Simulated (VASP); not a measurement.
Runs of VASP 6.6.1 on Al. The structure is that of space group Im-3m (No. 229), or close to it. The cells are those of the table. 

```csv
task,cell,k mesh,cutoff (eV),gap on the mesh (eV),pressure (GPa)
single point,"a = 2.221 Å, angles 109.5°, 1 atom",10 × 10 × 10,500,none,(a)
single point,"a = 2.784 Å, angles 109.5°, 1 atom",10 × 10 × 10,500,none,0.4
single point,"a = 2.784 Å, angles 109.5°, 1 atom",18 × 18 × 18,520,none,0.0
relaxation of cell and atoms,"relaxed from a = 2.221 Å, angles 109.5°, 1 atom",10 × 10 × 10,500,none,0.2
```

Alike in all rows: level PBEsol; potentials or basis VASP PAW PBE potentials, release 64 (Al); no spin polarisation; smearing gaussian 0.1 eV.

**Question.** Fill in the values left out.

**Answer.** (a) 201.4.

Caveats: the PAW data sets were made with another functional, which shifts forces and pressure a little.

A gap of «none» marks levels without a gap at the run's occupations.
